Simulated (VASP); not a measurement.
# Sn4C (I-43m) in VASP: further runs

Runs on Sn4C. Level: PBE. Tasks: single point, relaxation of cell and atoms.

Program: VASP 6.6.1. These are calculated values, not measurements. Logs are shortened: lines on timing, memory, paths and dates and some standing lists are left out, and cuts for length are marked.

### 1 The cell of the first run

The structure is cubic, space group I-43m (No. 217). The conventional cell has a = 6.409 Å, b = 6.409 Å, c = 6.409 Å, α = 90.00°, β = 90.00°, γ = 90.00°. Within 2.9 Å of Sn (site symmetry 3m) lie 1 C at 2.21 Å. Within 2.9 Å of C (site symmetry -43m) lie 4 Sn at 2.21 Å.

The cell was built from a structure type or drawn by symmetry, and may not be a known phase.

### 2 Single point, PBE

Contents of INCAR:

```
SYSTEM = Sn4C
  PREC = Accurate
  ENCUT = 520
  EDIFF = 1E-6
  ISMEAR = 0
  SIGMA = 0.1
  LREAL = .False.
  LASPH = .True.
  NELM = 80
  ALGO = Normal
  ISIF = 2
  LWAVE = .False.
  LCHARG = .False.
  GGA = PE
  NBANDS = 38
```

Contents of KPOINTS:

```
Automatic mesh
0
Gamma
  8 8 8
  0 0 0
```

Contents of POSCAR:

```
Sn4C
1.0
   -3.2044355404      3.2044355404      3.2044355404
    3.2044355404     -3.2044355404      3.2044355404
    3.2044355404      3.2044355404     -3.2044355404
Sn C
4 1
Direct
    0.3982790061      0.3982790061      0.3982790061
    0.6017209939      0.0000000000      0.0000000000
    0.0000000000      0.0000000000      0.6017209939
    0.0000000000      0.6017209939      0.0000000000
    0.0000000000      0.0000000000      0.0000000000
```

Potentials or basis: VASP PAW PBE potentials, release 64 (Sn_d, C).

Started as:

```console
> cat potpaw_PBE.64/Sn_d/POTCAR potpaw_PBE.64/C/POTCAR > POTCAR
> mpirun -np 1 vasp_std > vasp.out
```

OUTCAR:

```text
SYSTEM = Sn4C
   PREC = Accurate
   ENCUT = 520
   EDIFF = 1E-6
   ISMEAR = 0
   LREAL = .False.
   LASPH = .True.
   NELM = 80
   ISIF = 2
   GGA = PE

 ion  position               nearest neighbor table
   1  0.398  0.398  0.398-   5 2.21   4 3.33   2 3.33   2 3.33   3 3.33   4 3.33   3 3.33   3 3.61
                             4 3.61   2 3.61
   2  0.602  0.000  0.000-   5 2.21   3 3.33   1 3.33   4 3.33   1 3.33   3 3.33   4 3.33   3 3.61
                             4 3.61   1 3.61
   3  0.000  0.000  0.602-   5 2.21   4 3.33   1 3.33   2 3.33   2 3.33   4 3.33   1 3.33   2 3.61
                             4 3.61   1 3.61
   4  0.000  0.602  0.000-   5 2.21   3 3.33   1 3.33   2 3.33   2 3.33   3 3.33   1 3.33   2 3.61
                             3 3.61   1 3.61
   5  0.000  0.000  0.000-   1 2.21   2 2.21   3 2.21   4 2.21

  LATTYP: Found a body centered cubic cell.
 ALAT       =     6.4088710808

  Lattice vectors:

 A1 = (  -3.2044355404,   3.2044355404,   3.2044355404)
 A2 = (   3.2044355404,  -3.2044355404,   3.2044355404)
 A3 = (   3.2044355404,   3.2044355404,  -3.2044355404)

Analysis of symmetry for initial positions (statically):
=====================================================================
 Subroutine PRICEL returns:
 Original cell was already a primitive cell.

 Routine SETGRP: Setting up the symmetry group for a
 body centered cubic supercell.

 Subroutine GETGRP returns: Found 24 space group operations
 (whereof 24 operations were pure point group operations)
 out of a pool of 48 trial point group operations.

The static configuration has the point symmetry T_d .

Analysis of symmetry for dynamics (positions and initial velocities):
=====================================================================
 Subroutine PRICEL returns:
 Original cell was already a primitive cell.

 Routine SETGRP: Setting up the symmetry group for a
 body centered cubic supercell.

 Subroutine GETGRP returns: Found 24 space group operations
 (whereof 24 operations were pure point group operations)
 out of a pool of 48 trial point group operations.

The dynamic configuration has the point symmetry T_d .

 Subroutine INISYM returns: Found 24 space group operations
 (whereof 24 operations are pure point group operations),
 and found     1 'primitive' translations

----------------------------------------------------------------------------------------

                                     Primitive cell

  volume of cell :     131.6178

  direct lattice vectors                    reciprocal lattice vectors
[... 99 lines left out ...]
   ISIF   =      2    stress and relaxation
   ISYM   =      2    0-nonsym 1-usesym 2-fastsym
   POTIM  = 0.5000    time-step for ionic-motion
   TEBEG  =    0.0;   TEEND  =   0.0 temperature during run
   PSTRESS=    0.0 pullay stress
   NELECT =      60.0000    total number of electrons
   NUPDOWN=      -1.0000    fix difference up-down
   EMIN   =  10.00;   EMAX   =-10.00  energy-range for DOS
   EFERMI =   0.00;   METHOD = LEGACY
   ISMEAR =     0;   SIGMA  =   0.10  broadening in eV -4-tet -1-fermi 0-gaus
   EFERMI_NEDOS =   21; number of points for ismear=-14 and -15
   IALGO  =     38    algorithm
   IMIX   =      4    mixing-type and parameters
     AMIX     =   0.40;   BMIX     =  1.00
     AMIX_MAG =   1.60;   BMIX_MAG =  1.00
  volume/ion in A,a.u.               =      26.32       177.64
  Fermi-wavevector in a.u.,A,eV,Ry     =   1.259951  2.380962 21.598935  1.587477
  Thomas-Fermi vector in A             =   2.393485
   LORBIT       =      0    0 simple, 1 ext, 2 COOP (PROOUT), +10 PAW based schemes
   GGA     = PE    functional components
   LHFCALC =     F    Hartree Fock is set to
   AEXX    =    0.0000 exact exchange contribution
   IVDW    =     0    specifies the selected vdW correction
   LEPSILON=     F    determine dielectric tensor
   LRPA    =     F    only Hartree local field effects (RPA)
 non-spin polarized calculation
 Gauss-broadening in eV      SIGMA  =   0.10
  energy-cutoff  :      520.00
  volume of cell :      131.62
 maximum number of plane-waves:      3564
 NGX is ok and might be reduce to    42
   NGX = 21   NGY = 21   NGZ = 21

 number of electron      60.0000005 magnetization

 Free energy of the ion-electron system (eV)
  ---------------------------------------------------
  ext. energy  EPLUGINS =         0.00000000
  ---------------------------------------------------
  free energy    TOTEN  =       -21.34770444 eV

  energy without entropy =      -21.34211694  energy(sigma->0) =      -21.34491069

 E-fermi :   6.4163     XC(G=0):  -9.7424

 val. band max:        6.3758795163   @ k =   0.3750   0.1250   0.1250
 cond. band min:       6.4973697282   @ k =  -0.2500   0.2500   0.1250
 fundamental gap:      0.1214902119
 Fermi energy:         6.4162778920

 k-point     1 :       0.0000    0.0000    0.0000
  band No.  band energies     occupation
      1     -15.0567      2.00000
      2     -15.0567      2.00000
      3     -15.0190      2.00000
      4     -15.0010      2.00000
      5     -15.0010      2.00000
      6     -15.0010      2.00000
[... 973 lines left out ...]
     37      11.7015      0.00000
     38      11.8356      0.00000

 [... further k-points ...]

------------------------ aborting loop because EDIFF is reached ----------------------------------------

  FORCE on cell =-STRESS in cart. coord.  units (eV):
  Direction    XX          YY          ZZ          XY          YZ          ZX
  --------------------------------------------------------------------------------------
  -------------------------------------------------------------------------------------
  Total       -0.0501857     -0.0501857     -0.0501857     -0.0000000      0.0000000     -0.0000000
  in kB       -0.6109087     -0.6109087     -0.6109087     -0.0000000      0.0000000     -0.0000000
  external PRESSURE =      -0.6109087 kB  Pullay stress =       0.0000000 kB

 VOLUME and BASIS-vectors are now :
 -----------------------------------------------------------------------------
  energy-cutoff  :      520.00
  volume of cell :      131.62
      direct lattice vectors                 reciprocal lattice vectors
    -3.204435540  3.204435540  3.204435540     0.000000000  0.156033721  0.156033721
     3.204435540 -3.204435540  3.204435540     0.156033721  0.000000000  0.156033721
     3.204435540  3.204435540 -3.204435540     0.156033721  0.156033721  0.000000000

 POSITION                                       TOTAL-FORCE (eV/Angst)
 -----------------------------------------------------------------------------------
      1.27626      1.27626      1.27626         0.002333      0.002333      0.002333
     -1.92818      1.92818      1.92818         0.002333     -0.002333     -0.002333
      1.92818      1.92818     -1.92818        -0.002333     -0.002333      0.002333
      1.92818     -1.92818      1.92818        -0.002333      0.002333     -0.002333
      0.00000      0.00000      0.00000        -0.000000      0.000000      0.000000
 -----------------------------------------------------------------------------------
    total drift:                                0.000001      0.000001      0.000003

  FREE ENERGIE OF THE ION-ELECTRON SYSTEM (eV)
  ---------------------------------------------------
  free  energy   TOTEN  =       -21.3477044419 eV

  energy  without entropy=      -21.3421169409  energy(sigma->0) =      -21.34491069
```

Run time: 84 s. Hardware: 1 thread of Intel Xeon 6975P-C (Granite Rapids), shared host; peak memory 0.31 GiB.

What came out:

```
Free energy            : -21.3477 eV
Pressure               : -0.1 GPa
Largest force          : 0.004 eV/Å
Band gap on the k mesh : zero (bands 30 and 31 overlap by 1.86 eV)
```

Forces on the atoms (eV/Å):
```
Sn   0.002  0.002  0.002
Sn   0.002 -0.002 -0.002
Sn  -0.002 -0.002  0.002
Sn  -0.002  0.002 -0.002
C    0.000  0.000  0.000
```

Levels at points of the mesh, in eV from the Fermi level:
```
           k point  band 26  band 27  band 28  band 29  band 30  band 31  band 32  band 33  band 34  band 35
(0.00, 0.00, 0.00)    -3.57    -3.57    -3.57    -1.20    -1.20    -1.20     2.05     2.05     2.96     2.96
(0.50, 0.00, 0.00)    -4.17    -1.30    -1.10    -0.67    -0.64     0.18     0.96     2.19     2.52     2.82
(0.50, 0.50, 0.50)    -3.69    -1.55    -0.86    -0.86    -0.86     0.47     0.47     0.47     1.13     6.48
```

Caveat: spin-orbit coupling is left out, which moves the levels of the heavy elements.

### 3 Relaxation of cell and atoms, PBE

This run uses another cell than the first one, of 31.46 Å³/atom.

Contents of INCAR:

```
ALGO = Normal
EDIFF = 1E-6
EDIFFG = -0.04
ENCUT = 600
GGA = PE
IBRION = 2
ISIF = 3
ISMEAR = 0
LASPH = T
LCHARG = F
LREAL = F
LWAVE = F
NELM = 60
NSW = 90
PREC = Accurate
SIGMA = 0.1
```

Contents of KPOINTS:

```
k-points
0
Gamma
  4 4 4
```

Contents of POSCAR:

```
Sn4C
1.0
   -3.4006671100      3.4006671100      3.4006671100
    3.4006671100     -3.4006671100      3.4006671100
    3.4006671100      3.4006671100     -3.4006671100
Sn C
4 1
Direct
    0.3495999900      0.3495999900      0.3495999900
    0.6504000100      0.0000000000      0.0000000000
    0.0000000000      0.0000000000      0.6504000100
    0.0000000000      0.6504000100      0.0000000000
    0.0000000000      0.0000000000      0.0000000000
```

Potentials or basis: VASP PAW PBE potentials, release 64 (Sn_d, C).

Started as:

```console
> cat potpaw_PBE.64/Sn_d/POTCAR potpaw_PBE.64/C/POTCAR > POTCAR
> mpirun -np 1 vasp_std > vasp.out
```

OUTCAR:

```text
EDIFF = 1E-6
   EDIFFG = -0.04
   ENCUT = 600
   GGA = PE
   IBRION = 2
   ISIF = 3
   ISMEAR = 0
   LASPH = T
   LREAL = F
   NELM = 60
   NSW = 90
   PREC = Accurate

 ion  position               nearest neighbor table
   1  0.350  0.350  0.350-   5 2.06   4 3.36   2 3.36   3 3.36   2 3.70   3 3.70   4 3.70   3 3.70
                             4 3.70   2 3.70
   2  0.650  0.000  0.000-   5 2.06   1 3.36   4 3.36   3 3.36   1 3.70   3 3.70   1 3.70   4 3.70
                             3 3.70   4 3.70
   3  0.000  0.000  0.650-   5 2.06   2 3.36   4 3.36   1 3.36   1 3.70   4 3.70   2 3.70   2 3.70
                             4 3.70   1 3.70
   4  0.000  0.650  0.000-   5 2.06   1 3.36   3 3.36   2 3.36   1 3.70   3 3.70   1 3.70   2 3.70
                             3 3.70   2 3.70
   5  0.000  0.000  0.000-   1 2.06   2 2.06   3 2.06   4 2.06

  LATTYP: Found a body centered cubic cell.
 ALAT       =     6.8013342200

  Lattice vectors:

 A1 = (  -3.4006671100,   3.4006671100,   3.4006671100)
 A2 = (   3.4006671100,  -3.4006671100,   3.4006671100)
 A3 = (   3.4006671100,   3.4006671100,  -3.4006671100)
[... 251 lines left out ...]

 k-point     1 :       0.0000    0.0000    0.0000
  band No.  band energies     occupation
      1     -17.1812      2.00000
      2     -17.1812      2.00000
      3     -17.1649      2.00000
      4     -17.1649      2.00000
      5     -17.1649      2.00000
      6     -17.1613      2.00000
[... 495 lines left out ...]
--------------------------------------- Ionic step        8  -------------------------------------------

 number of electron      59.9999997 magnetization

 Free energy of the ion-electron system (eV)
  ---------------------------------------------------
  ext. energy  EPLUGINS =         0.00000000
  ---------------------------------------------------
  free energy    TOTEN  =       -21.37659858 eV

  energy without entropy =      -21.36815588  energy(sigma->0) =      -21.37237723

 E-fermi :   6.4276     XC(G=0):  -9.6729

 val. band max:        5.9662763831   @ k =   0.2500   0.2500   0.0000
 cond. band min:       6.4519311762   @ k =   0.5000   0.0000   0.0000
 fundamental gap:      0.4856547932
 Fermi energy:         6.4275597201

 k-point     1 :       0.0000    0.0000    0.0000
  band No.  band energies     occupation
      1     -15.2040      2.00000
      2     -15.2040      2.00000
      3     -15.1632      2.00000
      4     -15.1527      2.00000
      5     -15.1527      2.00000
      6     -15.1527      2.00000
[... 333 lines left out ...]
  FREE ENERGIE OF THE ION-ELECTRON SYSTEM (eV)
  ---------------------------------------------------
  free  energy   TOTEN  =       -21.3765985845 eV

  energy  without entropy=      -21.3681558754  energy(sigma->0) =      -21.37237723

 reached required accuracy - stopping structural energy minimisation
```

OSZICAR:

```text
N       E                     dE             d eps       ncg     rms          rms(c)
DAV:   1     0.619406478379E+03    0.61941E+03   -0.32539E+04   584   0.255E+03
DAV:   2     0.703711721359E+02   -0.54904E+03   -0.54158E+03   576   0.618E+02
DAV:   3    -0.175818016491E+02   -0.87953E+02   -0.85868E+02   672   0.213E+02
[... 90 lines left out ...]
DAV:   4    -0.213766521950E+02    0.10673E-03   -0.75908E-04   664   0.206E-01    0.672E-02
DAV:   5    -0.213766087282E+02    0.43467E-04   -0.11518E-04   732   0.529E-02    0.232E-02
DAV:   6    -0.213765995708E+02    0.91574E-05   -0.25664E-05   592   0.288E-02    0.876E-03
DAV:   7    -0.213765976799E+02    0.18909E-05   -0.91183E-06   464   0.161E-02    0.437E-03
DAV:   8    -0.213765985845E+02   -0.90454E-06   -0.63409E-07   288   0.792E-03
   8 F= -.21376599E+02 E0= -.21372377E+02  d E =-.337388E-02
```

CONTCAR:

```text
Sn4C
   1.00000000000000
    -3.2195144365806301    3.2195144365806301    3.2195144365806301
     3.2195144365806301   -3.2195144365806301    3.2195144365806301
     3.2195144365806301    3.2195144365806301   -3.2195144365806301
  Sn              C
     4     1
Direct
     0.3942350418428732    0.3942350418428732    0.3942350418428732
     0.6057649581571267    0.0000000000000000    0.0000000000000000
     0.0000000000000000    0.0000000000000000    0.6057649581571267
     0.0000000000000000    0.6057649581571267    0.0000000000000000
     1.0000000000000000    0.0000000000000000    1.0000000000000000

  0.00000000E+00  0.00000000E+00  0.00000000E+00
  0.00000000E+00  0.00000000E+00  0.00000000E+00
  0.00000000E+00  0.00000000E+00  0.00000000E+00
  0.00000000E+00  0.00000000E+00  0.00000000E+00
  0.00000000E+00  0.00000000E+00  0.00000000E+00
```

It took 3.1 min on 1 thread of Intel Xeon 6975P-C (Granite Rapids), shared host; peak memory 0.35 GiB.

Results:

| Item | Value |
| --- | --- |
| Free energy | -21.3766 eV |
| Relaxed volume | 26.70 Å³/atom |
| Relaxed cell | a = 5.576 Å, b = 5.576 Å, c = 5.576 Å, α = 109.47°, β = 109.47°, γ = 109.47° |
| Space group after relaxing (to 0.1 Å) | I-43m (No. 217) |
| Energy gained by relaxing | 232.1 meV/atom |
| Ionic steps | 8 |
| Pressure after relaxing | -0.2 GPa |
| Largest force after relaxing | 0.033 eV/Å |
| Band gap on the k mesh | zero (bands 30 and 31 overlap by 1.76 eV) |

Forces on the atoms (eV/Å):
```
Sn  -0.019 -0.019 -0.019
Sn  -0.019  0.019  0.019
Sn   0.019  0.019 -0.019
Sn   0.019 -0.019  0.019
C    0.000  0.000  0.000
```

Step by step:
| step | energy change (eV) | largest force (eV/Å) | pressure (GPa) | volume (Å³) |
| --- | --- | --- | --- | --- |
| 1 | 0.0000 | 2.5416 | 1.95 | 157.31 |
| 2 | -0.5232 | 0.1808 | -4.41 | 166.21 |
| 3 | -0.5350 | 0.4295 | -3.75 | 164.91 |
| 4 | -0.9266 | 0.3360 | -2.73 | 150.54 |
| 5 | -1.1557 | 0.1602 | 0.10 | 134.14 |
| 6 | -1.1571 | 0.1358 | 0.56 | 132.36 |
| 7 | -1.1573 | 0.1452 | 0.39 | 132.97 |
| 8 | -1.1606 | 0.0328 | -0.15 | 133.48 |

Final structure:
```xyz
5
Lattice="-3.2195 3.2195 3.2195 3.2195 -3.2195 3.2195 3.2195 3.2195 -3.2195" Properties=species:S:1:pos:R:3 pbc="T T T"
Sn    1.2692    1.2692    1.2692
Sn   -1.9503    1.9503    1.9503
Sn    1.9503    1.9503   -1.9503
Sn    1.9503   -1.9503    1.9503
C     0.0000    6.4390    0.0000
```

Levels at points of the mesh, in eV from the Fermi level:
| k point | band 28 | band 29 | band 30 | band 31 | band 32 | band 33 |
| --- | --- | --- | --- | --- | --- | --- |
| (0.00, 0.00, 0.00) | -3.68 | -1.27 | -1.27 | -1.27 | 1.84 | 1.84 |
| (0.50, 0.00, 0.00) | -1.27 | -0.83 | -0.74 | 0.02 | 0.77 | 1.99 |
| (0.50, 0.50, 0.50) | -1.05 | -1.05 | -1.05 | 0.34 | 0.34 | 0.34 |

Caveat: the volume moved by over 15 % at a fixed basis, so the end points are rough; spin-orbit coupling is left out, which moves the levels of the heavy elements.

### 4 Relaxation of cell and atoms, PBE

This run uses another cell than the first one, of 26.73 Å³/atom.

Contents of INCAR:

```
  PREC = Accurate
  ENCUT = 600
  EDIFF = 1E-7
  ISMEAR = 0
  SIGMA = 0.1
  LREAL = F
  LASPH = T
  NELM = 80
  ALGO = Normal
  ISIF = 3
  LWAVE = F
  LCHARG = F
  GGA = PE
  IBRION = 2
  NSW = 100
  EDIFFG = -0.01
```

Contents of KPOINTS:

```
Automatic mesh
0
Gamma
  8 8 8
```

Contents of POSCAR:

```
Sn4C
1.0
   -3.2209196107      3.2209196107      3.2209196107
    3.2209196107     -3.2209196107      3.2209196107
    3.2209196107      3.2209196107     -3.2209196107
Sn C
4 1
Direct
    0.3926839432      0.3926839432      0.3926839432
    0.6073160568      0.0000000000      0.0000000000
    0.0000000000      0.0000000000      0.6073160568
    0.0000000000      0.6073160568      0.0000000000
    0.0000000000      0.0000000000      0.0000000000
```

Started as:

```console
> cat potpaw_PBE.64/Sn_d/POTCAR potpaw_PBE.64/C/POTCAR > POTCAR
> mpirun -np 1 vasp_std > vasp.out
```

Run time: 4.6 min. Hardware: 1 thread of Intel Xeon 6975P-C (Granite Rapids), shared host; peak memory 0.41 GiB.

The run converged. Its results:

| Item | Value |
| --- | --- |
| Free energy | -21.3487 eV |
| Relaxed volume | 26.24 Å³/atom |
| Relaxed cell | a = 5.544 Å, b = 5.544 Å, c = 5.544 Å, α = 109.47°, β = 109.47°, γ = 109.47° |
| Space group after relaxing (to 0.1 Å) | I-43m (No. 217) |
| Energy gained by relaxing | 3.2 meV/atom |
| Ionic steps | 4 |
| Pressure after relaxing | 0.1 GPa |
| Largest force after relaxing | 0.007 eV/Å |
| Band gap on the k mesh | zero (bands 30 and 31 overlap by 1.87 eV) |

Forces in eV/Å, atoms in the order of the input:
```
Sn  -0.004 -0.004 -0.004
Sn  -0.004  0.004  0.004
Sn   0.004  0.004 -0.004
Sn   0.004 -0.004  0.004
C    0.000  0.000  0.000
```

The path:
| step | energy change (eV) | largest force (eV/Å) | pressure (GPa) | volume (Å³) |
| --- | --- | --- | --- | --- |
| 1 | 0.0000 | 0.2462 | -0.03 | 133.66 |
| 2 | -0.0088 | 0.1218 | -0.32 | 133.56 |
| 3 | -0.0121 | 0.0125 | -0.63 | 133.44 |
| 4 | -0.0158 | 0.0066 | 0.06 | 131.19 |

Final structure:
```
Sn C
1.0
    -3.20096    3.20096    3.20096
     3.20096   -3.20096    3.20096
     3.20096    3.20096   -3.20096
Sn C
4 1
Cartesian
  1.2765 1.2765 1.2765
  -1.9245 1.9245 1.9245
  1.9245 1.9245 -1.9245
  -1.2765 1.2765 5.1254
  3.2010 -3.2010 3.2010
```

Levels at points of the mesh, in eV from the Fermi level:
```
           k point  band 28  band 29  band 30  band 31  band 32  band 33
(0.00, 0.00, 0.00)    -3.58    -1.21    -1.21    -1.21     2.06     2.06
(0.50, 0.00, 0.00)    -1.09    -0.66    -0.65     0.18     0.97     2.21
(0.50, 0.50, 0.50)    -0.85    -0.85    -0.85     0.48     0.48     0.48
```

Caveat: spin-orbit coupling is left out, which moves the levels of the heavy elements.

### 5 Overview

```tsv
task	cell	k mesh	cutoff (eV)	gap on the mesh (eV)	pressure (GPa)	relaxed volume (Å³/atom)	largest force (eV/Å)
single point	a = 5.550 Å, angles 109.5°, 5 atoms, atomic positions A	8 × 8 × 8	520	none	-0.1	-	-
relaxation of cell and atoms	relaxed from a = 5.890 Å, angles 109.5°, 5 atoms, atomic positions B	4 × 4 × 4	600	none	-0.2	26.70	0.03
relaxation of cell and atoms	relaxed from a = 5.579 Å, angles 109.5°, 5 atoms, atomic positions C	8 × 8 × 8	600	none	0.1	26.24	0.01
```

Alike in all rows: level PBE; potentials or basis VASP PAW PBE potentials, release 64 (Sn_d, C); no spin polarisation; smearing gaussian 0.1 eV.

Caveats: spin-orbit coupling is left out, which moves the levels of the heavy elements; the volume moved by over 15 % at a fixed basis, so the end points are rough (at least some runs).

Absolute energies hang on the potentials; compare differences alone.
